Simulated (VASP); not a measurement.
# ZnS (P6_3mc) in VASP: notebook

The runs below take ZnS through single point, with PBE.

All numbers are computed with VASP 6.6.1; they aren't measurements. Logs are shortened: lines on timing, memory, paths and dates and some standing lists are left out, and cuts for length are marked.

### Step 1. The cell of the first run

It takes space group P6_3mc (No. 186, hexagonal). The conventional cell has a = 3.972 Å, b = 3.972 Å, c = 25.971 Å, α = 90.00°, β = 90.00°, γ = 120.00°. Zn (site symmetry 3m) has 4 S at 2.43 Å within 3.2 Å. Zn (site symmetry 3m) has 4 S at 2.43 Å within 3.2 Å. Zn (site symmetry 3m) has 4 S at 2.43 Å within 3.2 Å. Zn (site symmetry 3m) has 4 S at 2.43 to 2.44 Å within 3.2 Å. Within 3.2 Å of S (site symmetry 3m) lie 4 Zn at 2.43 Å. S (site symmetry 3m) has 4 Zn at 2.43 Å within 3.2 Å. S (site symmetry 3m) has 4 Zn at 2.43 Å within 3.2 Å. S (site symmetry 3m) has 4 Zn at 2.43 to 2.44 Å within 3.2 Å.

### Step 2. Single point, PBE (22.18 Å³/atom)

Input file INCAR:

```
  ALGO = Normal
  EDIFF = 1E-7
  ENCUT = 520
  GGA = PE
  ISIF = 2
  ISMEAR = 0
  LASPH = True
  LCHARG = False
  LREAL = Auto
  LWAVE = False
  NBANDS = 86
  NELM = 100
  PREC = Accurate
  SIGMA = 0.02
```

Input file KPOINTS:

```
k-points
0
Gamma
  12 12 2
```

Input file POSCAR:

```
ZnS
1.0
    3.9718926254      0.0000000000      0.0000000000
   -1.9859463127      3.4397599147      0.0000000000
    0.0000000000      0.0000000000     25.9712982980
Zn S
8 8
Direct
    0.0000000000      0.0000000000      0.0000277079
    0.0000000000      0.0000000000      0.5000277079
    0.3333333333      0.6666666667      0.1249477571
    0.6666666667      0.3333333333      0.6249477571
    0.3333333333      0.6666666667      0.3751316846
    0.6666666667      0.3333333333      0.8751316846
    0.3333333333      0.6666666667      0.7500394810
    0.6666666667      0.3333333333      0.2500394810
    0.0000000000      0.0000000000      0.0937294558
    0.0000000000      0.0000000000      0.5937294558
    0.3333333333      0.6666666667      0.2186382885
    0.6666666667      0.3333333333      0.7186382885
    0.3333333333      0.6666666667      0.4688022166
    0.6666666667      0.3333333333      0.9688022166
    0.3333333333      0.6666666667      0.8438834086
    0.6666666667      0.3333333333      0.3438834086
```

Potentials or basis: VASP PAW PBE potentials, release 64 (Zn, S).

The run is started by

```bash
$ cat potpaw_PBE.64/Zn/POTCAR potpaw_PBE.64/S/POTCAR > POTCAR
$ mpirun -np 1 vasp_std > vasp.out
```

OUTCAR:

```text
EDIFF = 1E-7
   ENCUT = 520
   GGA = PE
   ISIF = 2
   ISMEAR = 0
   LASPH = True
   LREAL = Auto
   NELM = 100
   PREC = Accurate

 ion  position               nearest neighbor table
   1  0.000  0.000  0.000-  14 2.43  14 2.43  14 2.43   9 2.43
   2  0.000  0.000  0.500-  13 2.43  13 2.43  13 2.43  10 2.43
   3  0.333  0.667  0.125-   9 2.43   9 2.43   9 2.43  11 2.43
   4  0.667  0.333  0.625-  10 2.43  10 2.43  10 2.43  12 2.43
   5  0.333  0.667  0.375-  16 2.43  16 2.43  16 2.43  13 2.43
   6  0.667  0.333  0.875-  15 2.43  15 2.43  15 2.43  14 2.43
[... 8 lines left out ...]
  15  0.333  0.667  0.844-   6 2.43   6 2.43   6 2.43   7 2.44
  16  0.667  0.333  0.344-   5 2.43   5 2.43   5 2.43   8 2.44

  LATTYP: Found a hexagonal cell.
 ALAT       =     3.9718926254
 C/A-ratio  =     6.5387714995

  Lattice vectors:

 A1 = (   3.9718926254,   0.0000000000,   0.0000000000)
 A2 = (  -1.9859463127,   3.4397599147,   0.0000000000)
 A3 = (   0.0000000000,   0.0000000000,  25.9712982980)

Analysis of symmetry for initial positions (statically):
=====================================================================
 Subroutine PRICEL returns:
 Original cell was already a primitive cell.

 Routine SETGRP: Setting up the symmetry group for a
 hexagonal supercell.

 Subroutine GETGRP returns: Found 12 space group operations
 (whereof  6 operations were pure point group operations)
 out of a pool of 24 trial point group operations.

The static configuration has the point symmetry C_3v.
 The point group associated with its full space group is C_6v.

Analysis of symmetry for dynamics (positions and initial velocities):
=====================================================================
 Subroutine PRICEL returns:
 Original cell was already a primitive cell.

 Routine SETGRP: Setting up the symmetry group for a
 hexagonal supercell.

 Subroutine GETGRP returns: Found 12 space group operations
 (whereof  6 operations were pure point group operations)
 out of a pool of 24 trial point group operations.

The dynamic configuration has the point symmetry C_3v.
 The point group associated with its full space group is C_6v.

 Subroutine INISYM returns: Found 12 space group operations
 (whereof  6 operations are pure point group operations),
 and found     1 'primitive' translations

----------------------------------------------------------------------------------------

                                     Primitive cell

  volume of cell :     354.8292

  direct lattice vectors                    reciprocal lattice vectors
     3.971892625  0.000000000  0.000000000     0.251769142  0.145358982  0.000000000
    -1.985946313  3.439759915  0.000000000     0.000000000  0.290717964  0.000000000
     0.000000000  0.000000000 25.971298298     0.000000000  0.000000000  0.038504044

  length of vectors
     3.971892625  3.971892625 25.971298298     0.290717964  0.290717964  0.038504044

  position of ions in fractional coordinates (direct lattice)
     0.000000000  0.000000000  0.000027708
     0.000000000  0.000000000  0.500027708
     0.333333333  0.666666667  0.124947757
     0.666666667  0.333333333  0.624947757
     0.333333333  0.666666667  0.375131685
     0.666666667  0.333333333  0.875131685
[... 8 lines left out ...]
     0.333333333  0.666666667  0.843883409
     0.666666667  0.333333333  0.343883409

  ion indices of the primitive-cell ions
   primitive index   ion index
                 1           1
                 2           2
                 3           3
                 4           4
                 5           5
                 6           6
[... 8 lines left out ...]
                15          15
                16          16

----------------------------------------------------------------------------------------

 KPOINTS: k-points

Automatic generation of k-mesh.
 Grid dimensions read from file:
 generate k-points for:   12   12    2

 Generating k-lattice:

  Cartesian coordinates                     Fractional coordinates (reciprocal lattice)
     0.020980762  0.012113249  0.000000000     0.083333333  0.000000000  0.000000000
     0.000000000  0.024226497  0.000000000     0.000000000  0.083333333  0.000000000
     0.000000000  0.000000000  0.019252022     0.000000000  0.000000000  0.500000000

  Length of vectors
     0.024226497  0.024226497  0.019252022

  Shift w.r.t. Gamma in fractional coordinates (k-lattice)
     0.000000000  0.000000000  0.000000000

 Subroutine IBZKPT returns following result:
 ===========================================

 Found     38 irreducible k-points:

 Following reciprocal coordinates:
            Coordinates               Weight
  0.000000  0.000000  0.000000      1.000000
  0.083333  0.000000  0.000000      6.000000
  0.166667  0.000000  0.000000      6.000000
  0.250000  0.000000  0.000000      6.000000
  0.333333  0.000000  0.000000      6.000000
  0.416667 -0.000000  0.000000      6.000000
[... 16 lines left out ...]
  0.250000  0.000000  0.500000      6.000000
  0.333333  0.000000  0.500000      6.000000
 [... further k-points ...]
   k-points           NKPTS =     38   k-points in BZ     NKDIM =     38   number of bands    NBANDS=     86
   number of dos      NEDOS =    301   number of ions     NIONS =     16
   total plane-waves  NPLWV = 176400
   dimension x,y,z NGX =    30 NGY =   30 NGZ =  196
   dimension x,y,z NGXF=    60 NGYF=   60 NGZF=  392
   ions per type =               8   8
   NGX,Y,Z   is equivalent  to a cutoff of  12.56, 12.56, 12.55 a.u.
   NGXF,Y,Z  is equivalent  to a cutoff of  25.11, 25.11, 25.09 a.u.
 SYSTEM =  unknown system
   PREC   = accura    normal or accurate (medium, high low for compatibility)
   ISTART =      0    job   : 0-new  1-cont  2-samecut
   ICHARG =      2    charge: 1-file 2-atom 10-const
   ISPIN  =      1    spin polarized calculation?
   LNONCOLLINEAR =      F non collinear calculations
   LSORBIT =      F    spin-orbit coupling
   LASPH  =      T    aspherical Exc in radial PAW
   ENCUT  =  520.0 eV  38.22 Ry    6.18 a.u.   7.39  7.39 48.29*2*pi/ulx,y,z
   NELM   =    100;   NELMIN=  2; NELMDL= -5     # of ELM steps
   EDIFF  = 0.1E-06   stopping-criterion for ELM
   LREAL  =      T    real-space projection
   EDIFFG = 0.1E-05   stopping-criterion for IOM
   NSW    =      0    number of steps for IOM
   IBRION =     -1    ionic relax: 0-MD 1-quasi-New 2-CG
   NFREE  =      0    steps in history (QN), initial steepest desc. (CG)
   ISIF   =      2    stress and relaxation
   ISYM   =      2    0-nonsym 1-usesym 2-fastsym
   POTIM  = 0.5000    time-step for ionic-motion
   TEBEG  =    0.0;   TEEND  =   0.0 temperature during run
   PSTRESS=    0.0 pullay stress
   NELECT =     144.0000    total number of electrons
   NUPDOWN=      -1.0000    fix difference up-down
   EMIN   =  10.00;   EMAX   =-10.00  energy-range for DOS
   EFERMI =   0.00;   METHOD = LEGACY
   ISMEAR =     0;   SIGMA  =   0.02  broadening in eV -4-tet -1-fermi 0-gaus
   EFERMI_NEDOS =   21; number of points for ismear=-14 and -15
   IALGO  =     38    algorithm
   IMIX   =      4    mixing-type and parameters
     AMIX     =   0.40;   BMIX     =  1.00
     AMIX_MAG =   1.60;   BMIX_MAG =  1.00
  volume/ion in A,a.u.               =      22.18       149.66
  Fermi-wavevector in a.u.,A,eV,Ry     =   1.212056  2.290453 19.988032  1.469079
  Thomas-Fermi vector in A             =   2.347552
   LORBIT       =      0    0 simple, 1 ext, 2 COOP (PROOUT), +10 PAW based schemes
   GGA     = PE    functional components
   LHFCALC =     F    Hartree Fock is set to
   AEXX    =    0.0000 exact exchange contribution
   IVDW    =     0    specifies the selected vdW correction
   LEPSILON=     F    determine dielectric tensor
   LRPA    =     F    only Hartree local field effects (RPA)
 non-spin polarized calculation
 Gauss-broadening in eV      SIGMA  =   0.02
  energy-cutoff  :      520.00
  volume of cell :      354.83
 maximum number of plane-waves:      9636
 NGX is ok and might be reduce to    30
   NGX = 15   NGY = 15   NGZ = 97

 number of electron     143.9999988 magnetization

 Free energy of the ion-electron system (eV)
  ---------------------------------------------------
  ext. energy  EPLUGINS =         0.00000000
  ---------------------------------------------------
  free energy    TOTEN  =       -54.26237616 eV

  energy without entropy =      -54.26237616  energy(sigma->0) =      -54.26237616

 E-fermi :   1.2323     XC(G=0):  -9.0888

 val. band max:        1.0944850681   @ k =   0.0000   0.0000   0.0000
 cond. band min:       2.7253258397   @ k =   0.0000   0.0000   0.0000
 fundamental gap:      1.6308407716
 Fermi energy:         1.2323328060

 k-point     1 :       0.0000    0.0000    0.0000
  band No.  band energies     occupation
      1     -11.3067      2.00000
      2     -11.2158      2.00000
      3     -11.2088      2.00000
      4     -10.9714      2.00000
      5     -10.9669      2.00000
      6     -10.7035      2.00000
[... 76 lines left out ...]
     83       7.5081      0.00000
     84       7.5085      0.00000

 k-point     2 :       0.0833    0.0000    0.0000
  band No.  band energies     occupation
      1     -11.2687      2.00000
      2     -11.1797      2.00000
      3     -11.1727      2.00000
      4     -10.9405      2.00000
      5     -10.9360      2.00000
      6     -10.6793      2.00000
[... 1903 lines left out ...]
     83       6.7284      0.00000
     84       6.7284      0.00000

 k-point    24 :       0.3333    0.0000    0.5000
  band No.  band energies     occupation
      1     -10.7993      2.00000
      2     -10.7993      2.00000
      3     -10.6826      2.00000
      4     -10.6826      2.00000
      5     -10.5110      2.00000
      6     -10.5110      2.00000
[... 76 lines left out ...]
     83       6.5503      0.00000
     84       6.5503      0.00000

 [... further k-points ...]

 [bands above 84 left out]

------------------------ aborting loop because EDIFF is reached ----------------------------------------

  FORCE on cell =-STRESS in cart. coord.  units (eV):
  Direction    XX          YY          ZZ          XY          YZ          ZX
  --------------------------------------------------------------------------------------
  -------------------------------------------------------------------------------------
  Total      -11.5887472    -11.5887472    -11.6266653      0.0000000      0.0000000      0.0000000
  in kB      -52.3272343    -52.3272343    -52.4984478      0.0000000      0.0000000      0.0000000
  external PRESSURE =     -52.3843054 kB  Pullay stress =       0.0000000 kB

 VOLUME and BASIS-vectors are now :
 -----------------------------------------------------------------------------
  energy-cutoff  :      520.00
  volume of cell :      354.83
      direct lattice vectors                 reciprocal lattice vectors
     3.971892625  0.000000000  0.000000000     0.251769142  0.145358982  0.000000000
    -1.985946313  3.439759915  0.000000000     0.000000000  0.290717964  0.000000000
     0.000000000  0.000000000 25.971298298     0.000000000  0.000000000  0.038504044

 POSITION                                       TOTAL-FORCE (eV/Angst)
 -----------------------------------------------------------------------------------
      0.00000      0.00000      0.00072         0.000000     -0.000000     -0.002140
      0.00000      0.00000     12.98637        -0.000000      0.000000     -0.002140
     -0.00000      2.29317      3.24506         0.000000      0.000000     -0.001698
      1.98595      1.14659     16.23070        -0.000000      0.000000     -0.001698
     -0.00000      2.29317      9.74266         0.000000      0.000000     -0.009203
      1.98595      1.14659     22.72831        -0.000000     -0.000000     -0.009203
[... 8 lines left out ...]
     -0.00000      2.29317     21.91675        -0.000000     -0.000000      0.004786
      1.98595      1.14659      8.93110         0.000000      0.000000      0.004786
 -----------------------------------------------------------------------------------
    total drift:                               -0.000004     -0.000007      0.015510

  FREE ENERGIE OF THE ION-ELECTRON SYSTEM (eV)
  ---------------------------------------------------
  free  energy   TOTEN  =       -54.2623761636 eV

  energy  without entropy=      -54.2623761636  energy(sigma->0) =      -54.26237616
```

Run time: 45 min. Hardware: 1 thread of Oxide Virtual Turin-like, shared host; peak memory 0.84 GiB.

Results:

```yaml
Free_energy: -54.2624 eV
Pressure: -5.2 GPa
Largest_force: 0.009 eV/Å
Band_gap_on_the_k_mesh: 1.63 eV
```

Forces on the atoms (eV/Å):
```
Zn   0.000  0.000 -0.002
Zn   0.000  0.000 -0.002
Zn   0.000  0.000 -0.002
Zn   0.000  0.000 -0.002
Zn   0.000  0.000 -0.009
Zn   0.000  0.000 -0.009
Zn   0.000  0.000 -0.005
Zn   0.000  0.000 -0.005
S    0.000  0.000  0.003
S    0.000  0.000  0.003
S    0.000  0.000  0.005
S    0.000  0.000  0.005
S    0.000  0.000  0.005
S    0.000  0.000  0.005
S    0.000  0.000  0.005
S    0.000  0.000  0.005
```

Caveat: the cell stands under tension.

### Step 3. Single point, PBE

This run uses another cell than the first one, of 19.71 Å³/atom.

Input file INCAR:

```
  PREC = Accurate
  ENCUT = 520
  EDIFF = 1E-7
  ISMEAR = 0
  SIGMA = 0.02
  LREAL = Auto
  LASPH = T
  NELM = 100
  ALGO = Normal
  ISIF = 2
  LWAVE = F
  LCHARG = T
  GGA = PE
  LELF = T
  LVHAR = T
  NBANDS = 86
```

Input file KPOINTS:

```
regular mesh
0
Gamma
  12 12 2
```

Input file POSCAR:

```
ZnS
1.0
    3.8200000000      0.0000000000      0.0000000000
   -1.9100000000      3.3082170425      0.0000000000
    0.0000000000      0.0000000000     24.9600000000
Zn S
8 8
Direct
    0.0000000000      0.0000000000      0.0000114728
    0.0000000000      0.0000000000      0.5000114728
    0.3333333333      0.6666666667      0.1249156874
    0.6666666667      0.3333333333      0.6249156874
    0.3333333333      0.6666666667      0.3751316205
    0.6666666667      0.3333333333      0.8751316205
    0.3333333333      0.6666666667      0.7500182369
    0.6666666667      0.3333333333      0.2500182369
    0.0000000000      0.0000000000      0.0937427916
    0.0000000000      0.0000000000      0.5937427916
    0.3333333333      0.6666666667      0.2186374695
    0.6666666667      0.3333333333      0.7186374695
    0.3333333333      0.6666666667      0.4688319762
    0.6666666667      0.3333333333      0.9688319762
    0.3333333333      0.6666666667      0.8439107451
    0.6666666667      0.3333333333      0.3439107451
```

Potentials or basis: VASP PAW PBE potentials, release 64 (Zn, S).

The run is started by

```bash
$ cat potpaw_PBE.64/Zn/POTCAR potpaw_PBE.64/S/POTCAR > POTCAR
$ mpirun -np 1 vasp_std > vasp.out
```

Wall time 47 min (1 thread of Oxide Virtual Turin-like, shared host); peak memory 0.75 GiB.

The run converged. Its results:

- Free energy: -54.7706 eV
- Pressure: 1.8 GPa
- Largest force: 0.004 eV/Å
- Band gap on the k mesh: 2.14 eV

Forces on the atoms (eV/Å):
```
Zn   0.000  0.000  0.002
Zn   0.000  0.000  0.002
Zn   0.000  0.000  0.003
Zn   0.000  0.000  0.003
Zn   0.000  0.000  0.003
Zn   0.000  0.000  0.003
Zn   0.000  0.000  0.002
Zn   0.000  0.000  0.002
S    0.000  0.000 -0.003
S    0.000  0.000 -0.003
S    0.000  0.000 -0.002
S    0.000  0.000 -0.002
S    0.000  0.000 -0.004
S    0.000  0.000 -0.004
S    0.000  0.000 -0.001
S    0.000  0.000 -0.001
```

Levels at points of the mesh, in eV from the valence-band top:
```csv
k point,band 68,band 69,band 70,band 71,band 72,band 73,band 74,band 75,band 76,band 77
"(0.00, 0.00, 0.00)",-0.14,-0.14,-0.02,0.00,0.00,2.14,2.93,3.01,3.24,3.29
"(0.50, 0.00, 0.00)",-1.27,-1.10,-1.10,-1.01,-0.87,3.32,3.37,3.69,3.84,3.91
"(0.00, 0.00, 0.50)",-0.30,-0.04,-0.04,-0.04,-0.04,2.43,2.43,3.26,3.26,3.35
"(0.50, 0.00, 0.50)",-1.34,-1.12,-1.12,-0.93,-0.93,3.45,3.45,3.60,3.60,3.92
```

[end of part 1 of 2]
